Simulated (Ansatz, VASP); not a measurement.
## Two plane-wave programs on ZnO

```xyz
4
Lattice="3.2663 0.0000 0.0000 -1.6331 2.8287 0.0000 0.0000 0.0000 5.9375" Properties=species:S:1:pos:R:3 pbc="T T T"
Zn    0.0000    0.0000    4.4531
Zn    0.0000    0.0000    1.4844
O     0.0000    1.8858    1.4844
O     1.6331    0.9429    4.4531
```

Change from the starting cell: strain -0.0375 x Voigt [0, 0, 1, 0, 0, 0], atoms carried along.

Alike in both runs: task single point; functional PBE; dispersion D3(BJ); k mesh 12 × 12 × 6; occupations gaussian, width 0.05 eV; no spin polarisation.

```csv
,VASP,Ansatz
version,VASP 6.6.1,Ansatz 0.2.0
potentials or method,"VASP PAW PBE potentials, release 64 (Zn, O), cutoff 520 eV","scalar-relativistic, plane waves, PAW"
valence electrons in the cell,36,36
```

|  | VASP | Ansatz | Ansatz less VASP |
| --- | --- | --- | --- |
| gap on the k mesh at the Fermi level (eV) | 0.69 | 0.68 | -0.003 |
| least direct gap on the mesh (eV) | 0.69 | 0.68 | -0.003 |
| pressure (GPa) | 1.5 | 0.5 | -0.98 |
| traceless stress, the component that is largest in VASP (GPa) | -0.39 | 0.68 | +1.062 |
